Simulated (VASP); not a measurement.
CdS (alt): single point with PBE

CdS (alt):

```
Cd S
1.0
     0.00000    2.96334    2.96334
     2.96334    0.00000    2.96334
     2.96334    2.96334    0.00000
Cd S
1 1
Cartesian
  0.0000 0.0000 0.0000
  4.4450 4.4450 4.4450
```

| Item | Value |
| --- | --- |
| Program | VASP 6.6.1 |
| Task | single point |
| Functional | PBE |
| Potentials or basis | VASP PAW PBE potentials, release 64 (Cd, S) |
| Cutoff | 500 eV |
| k mesh | 8 × 8 × 8 |
| Occupations | gaussian, width 0.02 eV |
| Spin | no spin polarisation |
| Dipole correction | no |
| Further INCAR settings | ALGO = Normal; EDIFF = 1e-06; NBANDS = 16 |

The pressure is 0.3 GPa. The band gap on the k mesh is 1.04 eV, direct.

Levels at points of the mesh, in eV from the valence-band top:
```csv
k point,band 6,band 7,band 8,band 9,band 10,band 11,band 12,band 13
"(0.00, 0.00, 0.00)",-7.15,0.00,0.00,0.00,1.04,6.55,6.55,6.55
"(0.50, 0.00, 0.00)",-6.81,-4.12,-0.69,-0.69,2.94,7.01,7.01,7.33
"(0.50, 0.50, 0.00)",-6.75,-3.75,-1.72,-1.72,3.63,4.28,9.04,10.49
```

Wall time 20 s on 1 thread of Intel(R) Xeon(R) Platinum 8259CL CPU @ 2.50GHz (Skylake/Cascade Lake) (shared host), peak memory 0.18 GiB.
